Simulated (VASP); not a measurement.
# CsH (Fm-3m) in VASP: relaxation of cell and atoms with r2SCAN

Aim: the relaxation of cell and atoms of CsH with r2SCAN.

All numbers are computed with VASP 6.6.1; they aren't measurements. Logs are shortened: lines on timing, memory, paths and dates and some standing lists are left out, and cuts for length are marked.

**1. The cell of the first run**

Symmetry: Fm-3m, No. 225, cubic system. The conventional cell has a = 6.376 Å, b = 6.376 Å, c = 6.376 Å, α = 90.00°, β = 90.00°, γ = 90.00°. Within 4.2 Å of Cs (site symmetry m-3m) lie 6 H at 3.19 Å. Within 4.2 Å of H (site symmetry m-3m) lie 6 Cs at 3.19 Å.

**2. Relaxation of cell and atoms, r2SCAN**

POSCAR

```
CsH
1.0
    0.0000000000      3.1880000000      3.1880000000
    3.1880000000      0.0000000000      3.1880000000
    3.1880000000      3.1880000000      0.0000000000
Cs H
1 1
Direct
    0.0000000000      0.0000000000      0.0000000000
    0.5000000000      0.5000000000      0.5000000000
```

INCAR.step1

```
SYSTEM = CsH
PREC = Accurate
ENCUT = 600
ISMEAR = 0
SIGMA = 0.01
LREAL = .FALSE.
LASPH = .TRUE.
NELM = 60
GGA = PE
ALGO = Normal
EDIFF = 1E-4
LWAVE = .TRUE.
LCHARG = .FALSE.
```

INCAR.step2

```
SYSTEM = CsH
PREC = Accurate
ENCUT = 600
EDIFF = 1E-6
ISMEAR = 0
SIGMA = 0.01
LREAL = .FALSE.
LASPH = .TRUE.
NELM = 60
ALGO = Normal
ISIF = 3
LWAVE = .FALSE.
LCHARG = .FALSE.
METAGGA = R2SCAN
LMIXTAU = .TRUE.
IBRION = 2
NSW = 80
EDIFFG = -0.01
ISTART = 1
```

KPOINTS

```
regular mesh
0
G
  6 6 6
  0 0 0
```

Potentials or basis: VASP PAW PBE potentials, release 64 (Cs_sv, H).

On the command line:

```
> cat potpaw_PBE.64/Cs_sv/POTCAR potpaw_PBE.64/H/POTCAR > POTCAR
> cp INCAR.step1 INCAR
> mpirun -np 1 vasp_std > vasp.out
> cp INCAR.step2 INCAR
> mpirun -np 1 vasp_std > vasp.out
```

OUTCAR:

```text
SYSTEM = CsH
   PREC = Accurate
   ENCUT = 600
   EDIFF = 1E-6
   ISMEAR = 0
   LREAL = .FALSE.
   LASPH = .TRUE.
   NELM = 60
   ISIF = 3
   METAGGA = R2SCAN
   IBRION = 2
   NSW = 80
   EDIFFG = -0.01
   ISTART = 1

 ion  position               nearest neighbor table
   1  0.000  0.000  0.000-
   2  0.500  0.500  0.500-

  LATTYP: Found a face centered cubic cell.
 ALAT       =     6.3760000000

  Lattice vectors:

 A1 = (   0.0000000000,   3.1880000000,   3.1880000000)
 A2 = (   3.1880000000,   0.0000000000,   3.1880000000)
 A3 = (   3.1880000000,   3.1880000000,   0.0000000000)

Analysis of symmetry for initial positions (statically):
=====================================================================
 Subroutine PRICEL returns:
 Original cell was already a primitive cell.

 Routine SETGRP: Setting up the symmetry group for a
 face centered cubic supercell.

 Subroutine GETGRP returns: Found 48 space group operations
 (whereof 48 operations were pure point group operations)
 out of a pool of 48 trial point group operations.

The static configuration has the point symmetry O_h .

Analysis of symmetry for dynamics (positions and initial velocities):
=====================================================================
 Subroutine PRICEL returns:
 Original cell was already a primitive cell.

 Routine SETGRP: Setting up the symmetry group for a
 face centered cubic supercell.

 Subroutine GETGRP returns: Found 48 space group operations
 (whereof 48 operations were pure point group operations)
 out of a pool of 48 trial point group operations.

The dynamic configuration has the point symmetry O_h .

 Subroutine INISYM returns: Found 48 space group operations
 (whereof 48 operations are pure point group operations),
 and found     1 'primitive' translations

----------------------------------------------------------------------------------------

                                     Primitive cell

  volume of cell :      64.8015

  direct lattice vectors                    reciprocal lattice vectors
     0.000000000  3.188000000  3.188000000    -0.156838143  0.156838143  0.156838143
     3.188000000  0.000000000  3.188000000     0.156838143 -0.156838143  0.156838143
     3.188000000  3.188000000  0.000000000     0.156838143  0.156838143 -0.156838143

  length of vectors
     4.508512837  4.508512837  4.508512837     0.271651632  0.271651632  0.271651632

  position of ions in fractional coordinates (direct lattice)
     0.000000000  0.000000000  0.000000000
     0.500000000  0.500000000  0.500000000

  ion indices of the primitive-cell ions
   primitive index   ion index
                 1           1
                 2           2

----------------------------------------------------------------------------------------

 KPOINTS: regular mesh

Automatic generation of k-mesh.
 Grid dimensions read from file:
 generate k-points for:    6    6    6

 Generating k-lattice:

  Cartesian coordinates                     Fractional coordinates (reciprocal lattice)
    -0.026139691  0.026139691  0.026139691     0.166666667  0.000000000  0.000000000
     0.026139691 -0.026139691  0.026139691     0.000000000  0.166666667  0.000000000
     0.026139691  0.026139691 -0.026139691     0.000000000  0.000000000  0.166666667

  Length of vectors
     0.045275272  0.045275272  0.045275272

  Shift w.r.t. Gamma in fractional coordinates (k-lattice)
     0.000000000  0.000000000  0.000000000

 Subroutine IBZKPT returns following result:
[... 43 lines left out ...]
   NSW    =     80    number of steps for IOM
   IBRION =      2    ionic relax: 0-MD 1-quasi-New 2-CG
   NFREE  =      1    steps in history (QN), initial steepest desc. (CG)
   ISIF   =      3    stress and relaxation
   ISYM   =      2    0-nonsym 1-usesym 2-fastsym
   POTIM  = 0.5000    time-step for ionic-motion
   TEBEG  =    0.0;   TEEND  =   0.0 temperature during run
   PSTRESS=    0.0 pullay stress
   NELECT =      10.0000    total number of electrons
   NUPDOWN=      -1.0000    fix difference up-down
   EMIN   =  10.00;   EMAX   =-10.00  energy-range for DOS
   EFERMI =   0.00;   METHOD = LEGACY
   ISMEAR =     0;   SIGMA  =   0.01  broadening in eV -4-tet -1-fermi 0-gaus
   EFERMI_NEDOS =   21; number of points for ismear=-14 and -15
   IALGO  =     38    algorithm
   IMIX   =      4    mixing-type and parameters
     AMIX     =   0.40;   BMIX     =  1.00
     AMIX_MAG =   1.60;   BMIX_MAG =  1.00
  volume/ion in A,a.u.               =      32.40       218.65
  Fermi-wavevector in a.u.,A,eV,Ry     =   0.878105  1.659378 10.491026  0.771069
  Thomas-Fermi vector in A             =   1.998146
   LORBIT       =      0    0 simple, 1 ext, 2 COOP (PROOUT), +10 PAW based schemes
   METAGGA = R2SCAN    functional components
   LHFCALC =     F    Hartree Fock is set to
   AEXX    =    0.0000 exact exchange contribution
   IVDW    =     0    specifies the selected vdW correction
   LEPSILON=     F    determine dielectric tensor
   LRPA    =     F    only Hartree local field effects (RPA)
 conjugate gradient relaxation of ions
 non-spin polarized calculation
 Gauss-broadening in eV      SIGMA  =   0.01
  energy-cutoff  :      600.00
  volume of cell :       64.80
 maximum number of plane-waves:      2200
   NGX = 17   NGY = 17   NGZ = 17

--------------------------------------- Ionic step        1  -------------------------------------------

 number of electron       9.9999999 magnetization

 Free energy of the ion-electron system (eV)
  ---------------------------------------------------
  ext. energy  EPLUGINS =         0.00000000
  ---------------------------------------------------
  free energy    TOTEN  =       -28.98869600 eV

  energy without entropy =      -28.98869600  energy(sigma->0) =      -28.98869600

------------------------ aborting loop because EDIFF is reached ----------------------------------------

  FORCE on cell =-STRESS in cart. coord.  units (eV):
  Direction    XX          YY          ZZ          XY          YZ          ZX
  --------------------------------------------------------------------------------------
  -------------------------------------------------------------------------------------
  Total        0.0267887      0.0267887      0.0267887      0.0000000      0.0000000      0.0000000
  in kB        0.6623345      0.6623345      0.6623345      0.0000000      0.0000000      0.0000000
  external PRESSURE =       0.6623345 kB  Pullay stress =       0.0000000 kB

 VOLUME and BASIS-vectors are now :
 -----------------------------------------------------------------------------
  energy-cutoff  :      600.00
  volume of cell :       64.80
      direct lattice vectors                 reciprocal lattice vectors
     0.000000000  3.188000000  3.188000000    -0.156838143  0.156838143  0.156838143
     3.188000000  0.000000000  3.188000000     0.156838143 -0.156838143  0.156838143
     3.188000000  3.188000000  0.000000000     0.156838143  0.156838143 -0.156838143

 POSITION                                       TOTAL-FORCE (eV/Angst)
 -----------------------------------------------------------------------------------
      0.00000      0.00000      0.00000         0.000000      0.000000     -0.000000
      3.18800      3.18800      3.18800        -0.000000     -0.000000      0.000000
 -----------------------------------------------------------------------------------
    total drift:                               -0.000000      0.000000      0.000000

  FREE ENERGIE OF THE ION-ELECTRON SYSTEM (eV)
  ---------------------------------------------------
  free  energy   TOTEN  =       -28.9886960023 eV

  energy  without entropy=      -28.9886960023  energy(sigma->0) =      -28.98869600

--------------------------------------- Ionic step        2  -------------------------------------------

 number of electron       9.9999999 magnetization

 Free energy of the ion-electron system (eV)
  ---------------------------------------------------
  ext. energy  EPLUGINS =         0.00000000
  ---------------------------------------------------
  free energy    TOTEN  =       -28.98873710 eV

  energy without entropy =      -28.98873710  energy(sigma->0) =      -28.98873710

 E-fermi :  -0.0395     XC(G=0):  -7.5495

 val. band max:       -0.1223876094   @ k =   0.5000   0.0000   0.0000
 cond. band min:       2.5434995405   @ k =   0.5000   0.0000   0.0000
 fundamental gap:      2.6658871500
 Fermi energy:        -0.0395473140

 k-point     1 :       0.0000    0.0000    0.0000
  band No.  band energies     occupation
      1     -22.1943      2.00000
      2      -8.2815      2.00000
      3      -8.2815      2.00000
      4      -8.2815      2.00000
      5      -1.7677      2.00000
      6       5.5678      0.00000
      7       5.5678      0.00000
      8       5.5678      0.00000
      9       6.2060      0.00000
[... 169 lines left out ...]
 k-point    16 :      -0.3333    0.5000    0.1667
  band No.  band energies     occupation
      1     -22.0881      2.00000
      2      -8.8827      2.00000
      3      -8.6650      2.00000
      4      -8.5833      2.00000
      5      -0.9592      2.00000
      6       3.8849      0.00000
      7       5.0950      0.00000
      8       6.1115      0.00000
      9       8.7736      0.00000

------------------------ aborting loop because EDIFF is reached ----------------------------------------

  FORCE on cell =-STRESS in cart. coord.  units (eV):
  Direction    XX          YY          ZZ          XY          YZ          ZX
  --------------------------------------------------------------------------------------
  -------------------------------------------------------------------------------------
  Total        0.0149826      0.0149826      0.0149826      0.0000000      0.0000000      0.0000000
  in kB        0.3697195      0.3697195      0.3697195      0.0000000      0.0000000      0.0000000
  external PRESSURE =       0.3697195 kB  Pullay stress =       0.0000000 kB

 VOLUME and BASIS-vectors are now :
 -----------------------------------------------------------------------------
  energy-cutoff  :      600.00
  volume of cell :       64.93
      direct lattice vectors                 reciprocal lattice vectors
     0.000000000  3.190060019  3.190060019    -0.156736863  0.156736863  0.156736863
     3.190060019  0.000000000  3.190060019     0.156736863 -0.156736863  0.156736863
     3.190060019  3.190060019  0.000000000     0.156736863  0.156736863 -0.156736863

 POSITION                                       TOTAL-FORCE (eV/Angst)
 -----------------------------------------------------------------------------------
      3.19006      3.19006      6.38012        -0.000000     -0.000000     -0.000000
      3.19006      3.19006      3.19006         0.000000      0.000000      0.000000
 -----------------------------------------------------------------------------------
    total drift:                                0.000000     -0.000000      0.000000

  FREE ENERGIE OF THE ION-ELECTRON SYSTEM (eV)
  ---------------------------------------------------
  free  energy   TOTEN  =       -28.9887370959 eV

  energy  without entropy=      -28.9887370959  energy(sigma->0) =      -28.98873710

 reached required accuracy - stopping structural energy minimisation
```

Wall time 1.9 min (1 thread of Intel Xeon 8259CL, shared host); peak memory 0.23 GiB.

What came out:

```
Free energy                           : -28.9887 eV
Relaxed volume                        : 32.46 Å³/atom
Relaxed cell                          : a = 4.511 Å, b = 4.511 Å, c = 4.511 Å, α = 60.00°, β = 60.00°, γ = 60.00°
Space group after relaxing (to 0.1 Å) : Fm-3m (No. 225)
Energy gained by relaxing             : 0.0 meV/atom
Ionic steps                           : 2
Pressure after relaxing               : 0.0 GPa
Band gap on the k mesh                : 2.67 eV
```

Final structure:
```
Cs H
1.0
     0.00000    3.19006    3.19006
     3.19006    0.00000    3.19006
     3.19006    3.19006    0.00000
Cs H
1 1
Direct
  0.00000 0.00000 0.00000
  0.50000 0.50000 0.50000
```

Levels at points of the mesh, in eV from the valence-band top:
```csv
k point,band 1,band 2,band 3,band 4,band 5,band 6,band 7,band 8,band 9
"(0.00, 0.00, 0.00)",-22.07,-8.16,-8.16,-8.16,-1.65,5.69,5.69,5.69,6.33
"(0.50, 0.00, 0.00)",-21.99,-8.99,-8.25,-8.25,0.00,2.67,5.26,5.26,7.78
"(0.50, 0.50, 0.00)",-21.97,-8.86,-8.43,-8.43,-1.14,3.51,6.07,8.63,8.98
```

Caveat: the PAW data sets were made with another functional, which shifts forces and pressure a little; spin-orbit coupling is left out, which moves the levels of the heavy elements. A k mesh can miss the band edges.
